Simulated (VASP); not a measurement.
## Ta3H: single point with PBE

Slab: Ta3H, a slab with vacuum.

```xyz
4
Lattice="2.8743 0.0000 0.0000 -0.9581 2.7099 0.0000 0.0000 0.0000 20.0267" Properties=species:S:1:pos:R:3 pbc="T T T"
Ta    0.9581    1.3550    4.0000
Ta    0.0000    0.0000    6.2637
Ta    0.9581    1.3550    8.5267
H     0.7984    1.8066   10.2761
```

```
Program             : VASP 6.6.1
Task                : single point
Functional          : PBE
Potentials or basis : VASP PAW PBE potentials, release 64 (Ta_pv, H)
Cutoff              : 520 eV
k mesh              : 10 × 10 × 1
Occupations         : gaussian, width 0.1 eV
Spin                : no spin polarisation
```

| Property | Result |
| --- | --- |
| Largest force | 0.863 eV/Å |
| Band gap on the k mesh | zero (band 17 reaches -0.21 eV, above the bottom of band 18 at -1.79 eV) |

Forces in eV/Å, atoms in the order of the input:
```
Ta   0.002  0.015  0.114
Ta   0.138 -0.121 -0.719
Ta   0.131 -0.582  0.623
H   -0.270  0.688 -0.018
```

Levels at points of the mesh, in eV from the Fermi level:
```tsv
k point	band 15	band 16	band 17	band 18	band 19	band 20
(0.00, 0.00, 0.00)	-0.79	-0.35	0.28	0.58	0.99	1.06
(0.50, 0.00, 0.00)	-1.39	-1.24	0.27	0.54	1.57	3.04
(0.00, 0.50, 0.00)	-1.44	-0.94	0.10	0.97	1.71	3.09
(0.50, 0.50, 0.00)	-1.25	-0.89	1.20	1.34	2.33	2.70
```

It took 4.2 min on 1 thread of Intel(R) Xeon(R) Platinum 8259CL CPU @ 2.50GHz (Skylake/Cascade Lake), on a shared host, peak memory 0.37 GiB.

Caveat: spin-orbit coupling is left out, which moves the levels of the heavy elements.
